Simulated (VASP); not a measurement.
## Co2Si6Ni: single point with PBE

The system is Co2Si6Ni.

```
Co Si Ni
1.0
     3.79374    0.00000    0.00000
    -1.89687    3.28547    0.00000
     0.00000    0.00000    9.34271
Co Si Ni
2 6 1
Cartesian
  1.8969 1.0952 7.7761
  0.0000 2.1903 1.5666
  0.0000 0.0000 7.0540
  0.0000 2.1903 3.8521
  1.8969 1.0952 0.7591
  1.8969 1.0952 5.4906
  0.0000 0.0000 2.2887
  0.0000 2.1903 8.5836
  0.0000 0.0000 4.6714
```

```yaml
Program: VASP 6.6.1
Task: single point
Functional: PBE
Potentials_or_basis: VASP PAW PBE potentials, release 64 (Co, Si, Ni)
Cutoff: 520 eV
k_mesh: 6 × 6 × 4
Occupations: gaussian, width 0.2 eV
Spin: no spin polarisation
```

| Item | Value |
| --- | --- |
| Pressure | 0.0 GPa |
| Largest force | 0.045 eV/Å |
| Band gap on the k mesh | zero (band 26 reaches 12.36 eV, above the bottom of band 27 at 9.30 eV) |

Forces in eV/Å, atoms in the order of the input:
```
Co   0.000  0.000 -0.005
Co   0.000  0.000  0.005
Si   0.000  0.000 -0.026
Si   0.000  0.000 -0.045
Si   0.000  0.000 -0.037
Si   0.000  0.000  0.045
Si   0.000  0.000  0.026
Si   0.000  0.000  0.037
Ni   0.000  0.000  0.000
```

Levels at points of the mesh, in eV from the Fermi level:
| k point | band 24 | band 25 | band 26 | band 27 | band 28 | band 29 |
| --- | --- | --- | --- | --- | --- | --- |
| (0.00, 0.00, 0.00) | 0.22 | 0.46 | 2.24 | 2.38 | 2.71 | 2.71 |
| (0.50, 0.00, 0.00) | -1.30 | -1.16 | -0.98 | -0.81 | 0.80 | 1.61 |
| (0.00, 0.00, 0.50) | 1.43 | 1.43 | 1.51 | 1.57 | 1.68 | 1.68 |
| (0.50, 0.00, 0.50) | -1.37 | -1.29 | -0.75 | -0.69 | 0.89 | 1.64 |

Wall time 72 s on 1 thread of Intel(R) Xeon(R) 6975P-C (Granite Rapids) (shared host), peak memory 0.27 GiB.

Spin polarisation is off, so any magnetic state and its effect on volume and gap are missing.
